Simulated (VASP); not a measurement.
# HfO2 (Fm-3m) in VASP: notebook

The runs below take HfO2 through single point, with HSE06, r2SCAN.

All numbers are computed with VASP 6.6.1; they aren't measurements. Logs are shortened: lines on timing, memory, paths and dates and some standing lists are left out, and cuts for length are marked.

## Step 1: The cell of the first run

It takes space group Fm-3m (No. 225, cubic). Conventional cell: a = 4.957 Å, b = 4.957 Å, c = 4.957 Å, α = 90.00°, β = 90.00°, γ = 90.00°. Hf (site symmetry m-3m) has 8 O at 2.15 Å within 2.8 Å. O (site symmetry -43m) has 4 Hf at 2.15 Å and 6 O at 2.48 Å within 2.8 Å.

## Step 2: Single point, HSE06 (strain -2.0%)

Input file POSCAR:

```
HfO2
1.0
    0.0000000000      2.4785986729      2.4785986729
    2.4785986729      0.0000000000      2.4785986729
    2.4785986729      2.4785986729      0.0000000000
Hf O
1 2
Direct
    0.0000000000      0.0000000000      0.0000000000
    0.2500000000      0.2500000000      0.2500000000
    0.7500000000      0.7500000000      0.7500000000
```

Input file INCAR.step1:

```
PREC = Accurate
ENCUT = 520
EDIFF = 1E-5
ISMEAR = 0
SIGMA = 0.01
LREAL = F
LASPH = T
NELM = 60
ALGO = Normal
ISIF = 2
LWAVE = T
GGA = PE
NBANDS = 18
```

Input file INCAR.step2:

```
PREC = Accurate
ENCUT = 520
EDIFF = 1E-6
ISMEAR = 0
SIGMA = 0.01
LREAL = F
LASPH = T
NELM = 60
ALGO = Normal
ISIF = 2
LWAVE = F
LCHARG = T
GGA = PE
LHFCALC = T
HFSCREEN = 0.2079
PRECFOCK = Normal
LELF = T
LVHAR = T
ISTART = 1
NBANDS = 18
```

Input file KPOINTS:

```
Automatic mesh
0
Gamma
  6 6 6
```

Potentials or basis: VASP PAW PBE potentials, release 64 (Hf_pv, O).

Started as:

```sh
$ cat potpaw_PBE.64/Hf_pv/POTCAR potpaw_PBE.64/O/POTCAR > POTCAR
$ cp INCAR.step1 INCAR
$ mpirun -np 1 vasp_std > vasp.out
$ cp INCAR.step2 INCAR
$ mpirun -np 1 vasp_std > vasp.out
```

OUTCAR:

```text
PREC = Accurate
   ENCUT = 520
   EDIFF = 1E-6
   ISMEAR = 0
   LREAL = F
   LASPH = T
   NELM = 60
   ISIF = 2
   GGA = PE
   LHFCALC = T
   HFSCREEN = 0.2079
   PRECFOCK = Normal
   ISTART = 1

 ion  position               nearest neighbor table
   1  0.000  0.000  0.000-   3 2.15   3 2.15   3 2.15   2 2.15   2 2.15   2 2.15   3 2.15   2 2.15

   2  0.250  0.250  0.250-   1 2.15   1 2.15   1 2.15   1 2.15
   3  0.750  0.750  0.750-   1 2.15   1 2.15   1 2.15   1 2.15

  LATTYP: Found a face centered cubic cell.
 ALAT       =     4.9571973458

  Lattice vectors:

 A1 = (   0.0000000000,   2.4785986729,   2.4785986729)
 A2 = (   2.4785986729,   0.0000000000,   2.4785986729)
 A3 = (   2.4785986729,   2.4785986729,   0.0000000000)

Analysis of symmetry for initial positions (statically):
=====================================================================
 Subroutine PRICEL returns:
 Original cell was already a primitive cell.

 Routine SETGRP: Setting up the symmetry group for a
 face centered cubic supercell.

 Subroutine GETGRP returns: Found 48 space group operations
 (whereof 48 operations were pure point group operations)
 out of a pool of 48 trial point group operations.

The static configuration has the point symmetry O_h .

Analysis of symmetry for dynamics (positions and initial velocities):
=====================================================================
 Subroutine PRICEL returns:
 Original cell was already a primitive cell.

 Routine SETGRP: Setting up the symmetry group for a
 face centered cubic supercell.

 Subroutine GETGRP returns: Found 48 space group operations
 (whereof 48 operations were pure point group operations)
 out of a pool of 48 trial point group operations.

The dynamic configuration has the point symmetry O_h .

 Subroutine INISYM returns: Found 48 space group operations
 (whereof 48 operations are pure point group operations),
 and found     1 'primitive' translations

----------------------------------------------------------------------------------------

                                     Primitive cell

  volume of cell :      30.4543

  direct lattice vectors                    reciprocal lattice vectors
     0.000000000  2.478598673  2.478598673    -0.201726889  0.201726889  0.201726889
     2.478598673  0.000000000  2.478598673     0.201726889 -0.201726889  0.201726889
     2.478598673  2.478598673  0.000000000     0.201726889  0.201726889 -0.201726889

  length of vectors
     3.505267859  3.505267859  3.505267859     0.349401221  0.349401221  0.349401221

  position of ions in fractional coordinates (direct lattice)
     0.000000000  0.000000000  0.000000000
     0.250000000  0.250000000  0.250000000
     0.750000000  0.750000000  0.750000000

  ion indices of the primitive-cell ions
   primitive index   ion index
                 1           1
                 2           2
                 3           3

----------------------------------------------------------------------------------------

 KPOINTS: Automatic mesh

Automatic generation of k-mesh.
 Grid dimensions read from file:
 generate k-points for:    6    6    6

 Generating k-lattice:

  Cartesian coordinates                     Fractional coordinates (reciprocal lattice)
    -0.033621148  0.033621148  0.033621148     0.166666667  0.000000000  0.000000000
     0.033621148 -0.033621148  0.033621148     0.000000000  0.166666667  0.000000000
     0.033621148  0.033621148 -0.033621148     0.000000000  0.000000000  0.166666667

  Length of vectors
     0.058233537  0.058233537  0.058233537

  Shift w.r.t. Gamma in fractional coordinates (k-lattice)
     0.000000000  0.000000000  0.000000000

 Subroutine IBZKPT returns following result:
 ===========================================

 Found     16 irreducible k-points:

 Following reciprocal coordinates:
            Coordinates               Weight
  0.000000  0.000000  0.000000      1.000000
  0.166667  0.000000  0.000000      8.000000
  0.333333  0.000000  0.000000      8.000000
  0.500000  0.000000  0.000000      4.000000
  0.166667  0.166667  0.000000      6.000000
  0.333333  0.166667  0.000000     24.000000
[... 8 lines left out ...]
 -0.333333  0.333333  0.166667     24.000000
 -0.333333  0.500000  0.166667     12.000000
   k-points           NKPTS =     16   k-points in BZ     NKDIM =    216   number of bands    NBANDS=     18
   number of dos      NEDOS =    301   number of ions     NIONS =      3
   total plane-waves  NPLWV =  21952
   dimension x,y,z NGX =    28 NGY =   28 NGZ =   28
   dimension x,y,z NGXF=    56 NGYF=   56 NGZF=   56
   ions per type =               1   2
   NGX,Y,Z   is equivalent  to a cutoff of  13.28, 13.28, 13.28 a.u.
   NGXF,Y,Z  is equivalent  to a cutoff of  26.56, 26.56, 26.56 a.u.
 SYSTEM =  unknown system
   PREC   = accura    normal or accurate (medium, high low for compatibility)
   ISTART =      1    job   : 0-new  1-cont  2-samecut
   ICHARG =      0    charge: 1-file 2-atom 10-const
   ISPIN  =      1    spin polarized calculation?
   LNONCOLLINEAR =      F non collinear calculations
   LSORBIT =      F    spin-orbit coupling
   LASPH  =      T    aspherical Exc in radial PAW
   ENCUT  =  520.0 eV  38.22 Ry    6.18 a.u.   6.52  6.52  6.52*2*pi/ulx,y,z
   NELM   =     60;   NELMIN=  2; NELMDL=  0     # of ELM steps
   EDIFF  = 0.1E-05   stopping-criterion for ELM
   LREAL  =      F    real-space projection
   EDIFFG = 0.1E-04   stopping-criterion for IOM
   NSW    =      0    number of steps for IOM
   IBRION =     -1    ionic relax: 0-MD 1-quasi-New 2-CG
   NFREE  =      0    steps in history (QN), initial steepest desc. (CG)
   ISIF   =      2    stress and relaxation
   ISYM   =      3    0-nonsym 1-usesym 2-fastsym
   POTIM  = 0.5000    time-step for ionic-motion
   TEBEG  =    0.0;   TEEND  =   0.0 temperature during run
   PSTRESS=    0.0 pullay stress
   NELECT =      22.0000    total number of electrons
   NUPDOWN=      -1.0000    fix difference up-down
   EMIN   =  10.00;   EMAX   =-10.00  energy-range for DOS
   EFERMI =   0.00;   METHOD = LEGACY
   ISMEAR =     0;   SIGMA  =   0.01  broadening in eV -4-tet -1-fermi 0-gaus
   EFERMI_NEDOS =   21; number of points for ismear=-14 and -15
   IALGO  =     38    algorithm
   IMIX   =      1    mixing-type and parameters
     AMIX     =   0.40;   BMIX     =  1.00
     AMIX_MAG =   1.60;   BMIX_MAG =  1.00
  volume/ion in A,a.u.               =      10.15        68.51
  Fermi-wavevector in a.u.,A,eV,Ry     =   1.468925  2.775865 29.357829  2.157740
  Thomas-Fermi vector in A             =   2.584364
   LORBIT       =      0    0 simple, 1 ext, 2 COOP (PROOUT), +10 PAW based schemes
   GGA     = PE    functional components
   LHFCALC =     T    Hartree Fock is set to
   PRECFOCK=normal    Normal, Fast or Accurate (Low or Medium for compatibility)
   ENCUT4O =  -1.0   cutoff for four orbital integrals eV
   NKREDX  =     1    reduce k-point grid by
   NKREDY  =     1    reduce k-point grid by
   NKREDZ  =     1    reduce k-point grid by
   AEXX    =    0.2500 exact exchange contribution
   HFSCREEN=    0.2079 screening length (either q_TF or 0.3 A-1)
   HFSCREENC=   0.2079 screening length for correlation (either q_TF or 0.3 A-1)
   ENCUTFOCK=  -1.0 apply spherical cutoff to Coloumb kernel
   IVDW    =     0    specifies the selected vdW correction
   LEPSILON=     F    determine dielectric tensor
   LRPA    =     F    only Hartree local field effects (RPA)
 non-spin polarized calculation
 Gauss-broadening in eV      SIGMA  =   0.01
  energy-cutoff  :      520.00
  volume of cell :       30.45
 maximum number of plane-waves:       869
 NGX is ok and might be reduce to    28
  NGX = 20; NGY = 20; NGZ = 20

 number of electron      22.0000008 magnetization

 Free energy of the ion-electron system (eV)
  ---------------------------------------------------
  ext. energy  EPLUGINS =         0.00000000
  ---------------------------------------------------
  free energy    TOTEN  =       -36.22075813 eV

  energy without entropy =      -36.22075813  energy(sigma->0) =      -36.22075813

 E-fermi :   3.9308     XC(G=0):  -9.9830

 val. band max:        3.8069575343   @ k =   0.5000   0.5000   0.0000
 cond. band min:       9.3586617182   @ k =   0.5000   0.5000   0.0000
 fundamental gap:      5.5517041838
 Fermi energy:         3.9307837076

 k-point     1 :       0.0000    0.0000    0.0000
  band No.  band energies     occupation
      1     -27.0553      2.00000
      2     -27.0553      2.00000
      3     -27.0553      2.00000
      4     -17.0906      2.00000
      5     -13.5269      2.00000
      6      -2.4330      2.00000
[... 10 lines left out ...]
     17      17.1203      0.00000
     18      19.8498      0.00000

 k-point     2 :       0.1667    0.0000    0.0000
  band No.  band energies     occupation
      1     -27.2473      2.00000
      2     -27.0756      2.00000
      3     -27.0756      2.00000
      4     -16.6302      2.00000
      5     -13.8706      2.00000
      6      -2.1273      2.00000
[... 10 lines left out ...]
     17      16.5516      0.00000
     18      19.8416      0.00000

 k-point     3 :       0.3333    0.0000    0.0000
  band No.  band energies     occupation
      1     -27.5976      2.00000
      2     -27.1160      2.00000
      3     -27.1160      2.00000
      4     -15.8599      2.00000
      5     -14.2560      2.00000
      6      -1.5046      2.00000
[... 10 lines left out ...]
     17      15.9361      0.00000
     18      18.8164      0.00000

 k-point     4 :       0.5000    0.0000    0.0000
  band No.  band energies     occupation
      1     -27.7588      2.00000
      2     -27.1362      2.00000
      3     -27.1361      2.00000
      4     -15.6936      2.00000
      5     -14.1566      2.00000
      6      -1.2091      2.00000
[... 207 lines left out ...]
      4     -15.0455      2.00000
      5     -14.6944      2.00000
      6      -1.8818      2.00000
[... 10 lines left out ...]
     17      17.2521      0.00000
     18      19.8418      0.00000

 k-point    15 :      -0.3333    0.3333    0.1667
  band No.  band energies     occupation
      1     -27.6073      2.00000
      2     -27.4407      2.00000
      3     -27.2124      2.00000
      4     -14.9459      2.00000
      5     -14.5609      2.00000
      6      -1.8545      2.00000
[... 10 lines left out ...]
     17      17.9402      0.00000
     18      19.8416      0.00000

 k-point    16 :      -0.3333    0.5000    0.1667
  band No.  band energies     occupation
      1     -27.6706      2.00000
      2     -27.3980      2.00000
      3     -27.2567      2.00000
      4     -14.8942      2.00000
      5     -14.4932      2.00000
      6      -2.9029      2.00000
[... 10 lines left out ...]
     17      19.2733      0.00000
     18      19.8419      0.00000

------------------------ aborting loop because EDIFF is reached ----------------------------------------

  FORCE on cell =-STRESS in cart. coord.  units (eV):
  Direction    XX          YY          ZZ          XY          YZ          ZX
  --------------------------------------------------------------------------------------
  -------------------------------------------------------------------------------------
  Total        2.3690804      2.3690804      2.3690804      0.0000000      0.0000000     -0.0000000
  in kB      124.6354939    124.6354939    124.6354939      0.0000000      0.0000000     -0.0000000
  external PRESSURE =     124.6354939 kB  Pullay stress =       0.0000000 kB

 VOLUME and BASIS-vectors are now :
 -----------------------------------------------------------------------------
  energy-cutoff  :      520.00
  volume of cell :       30.45
      direct lattice vectors                 reciprocal lattice vectors
     0.000000000  2.478598673  2.478598673    -0.201726889  0.201726889  0.201726889
     2.478598673  0.000000000  2.478598673     0.201726889 -0.201726889  0.201726889
     2.478598673  2.478598673  0.000000000     0.201726889  0.201726889 -0.201726889

 POSITION                                       TOTAL-FORCE (eV/Angst)
 -----------------------------------------------------------------------------------
      0.00000      0.00000      0.00000        -0.000000     -0.000000     -0.000000
      1.23930      1.23930      1.23930        -0.000000     -0.000000      0.000000
      3.71790      3.71790      3.71790         0.000000      0.000000     -0.000000
 -----------------------------------------------------------------------------------
    total drift:                                0.000000      0.000000      0.000000

  FREE ENERGIE OF THE ION-ELECTRON SYSTEM (eV)
  ---------------------------------------------------
  free  energy   TOTEN  =       -36.2207581254 eV

  energy  without entropy=      -36.2207581254  energy(sigma->0) =      -36.22075813
```

It took 32 min on 1 thread of AMD EPYC 7R13 (Zen 3), shared host; peak memory 0.25 GiB.

Results:

```yaml
Free_energy: -36.2208 eV
Pressure: 12.5 GPa
Band_gap_on_the_k_mesh: 5.55 eV
```

Levels at points of the mesh, in eV from the valence-band top:
| k point | band 8 | band 9 | band 10 | band 11 | band 12 | band 13 | band 14 | band 15 |
| --- | --- | --- | --- | --- | --- | --- | --- | --- |
| (0.00, 0.00, 0.00) | -6.24 | -0.70 | -0.70 | -0.70 | 5.65 | 5.65 | 7.99 | 13.31 |
| (0.50, 0.00, 0.00) | -3.40 | -3.11 | -2.09 | -2.09 | 6.52 | 6.52 | 9.38 | 10.95 |
| (0.50, 0.50, 0.00) | -3.94 | -1.77 | -1.77 | 0.00 | 5.55 | 7.66 | 8.98 | 10.54 |

Caveat: the cell differs from its parent crystal (strain -2.0%); the cell stands under pressure; the PAW data sets were made with another functional, which shifts forces and pressure a little; spin-orbit coupling is left out, which moves the levels of the heavy elements. A k mesh can miss the band edges.

## Step 3: Single point, r2SCAN, non-collinear spin, zero start, spin-orbit coupling (strain +4.0%)

Input file POSCAR:

```
HfO2
1.0
    0.0000000000      2.6303496121      2.6303496121
    2.6303496121      0.0000000000      2.6303496121
    2.6303496121      2.6303496121      0.0000000000
Hf O
1 2
Direct
    0.0000000000      0.0000000000      0.0000000000
    0.2500000000      0.2500000000      0.2500000000
    0.7500000000      0.7500000000      0.7500000000
```

Input file INCAR.step1:

```
PREC = Accurate ; ENCUT = 520
ISMEAR = 0 ; SIGMA = 0.01
LREAL = F ; LASPH = T
NELM = 150 ; MAGMOM = 0 0 0 0 0 0 0 0 0
LSORBIT = T ; GGA_COMPAT = F
LMAXMIX = 4 ; NBANDS = 35
GGA = PE ; ALGO = Normal
EDIFF = 1E-4 ; LWAVE = T
LCHARG = F
```

Input file INCAR.step2:

```
PREC = Accurate ; ENCUT = 520
EDIFF = 1E-6 ; ISMEAR = 0
SIGMA = 0.01 ; LREAL = F
LASPH = T ; NELM = 150
ALGO = Normal ; ISIF = 2
LWAVE = F ; LCHARG = F
MAGMOM = 0 0 0 0 0 0 0 0 0 ; LORBIT = 11
LSORBIT = T ; GGA_COMPAT = F
LORBMOM = T ; LMAXMIX = 4
METAGGA = R2SCAN ; LMIXTAU = T
NBANDS = 35 ; ISTART = 1
```

Input file KPOINTS:

```
Automatic mesh
0
Gamma
  8 8 8
```

Potentials or basis: VASP PAW PBE potentials, release 64 (Hf_pv, O).

Started as:

```sh
$ cat potpaw_PBE.64/Hf_pv/POTCAR potpaw_PBE.64/O/POTCAR > POTCAR
$ cp INCAR.step1 INCAR
$ mpirun -np 1 vasp_ncl > vasp.out
$ cp INCAR.step2 INCAR
$ mpirun -np 1 vasp_ncl > vasp.out
```

Run time: 7 min. Hardware: 1 thread of Intel Xeon Platinum 8259CL at 2.50GHz (Skylake/Cascade Lake), shared host; peak memory 0.31 GiB.

Results (log left out):

* Free energy: -68.7239 eV
* Pressure: -27.6 GPa
* Net moment: 0.00 μB per cell
* Valence electrons inside the program's atomic spheres: Hf 7.93; O 5.07

Moments on the atoms (μB; x, y, z):
```
Hf  0.00 0.00 0.00
O   0.00 0.00 0.00
O   0.00 0.00 0.00
```

Caveat: the cell differs from its parent crystal (strain +4.0%); the cell stands under tension; the PAW data sets were made with another functional, which shifts forces and pressure a little.
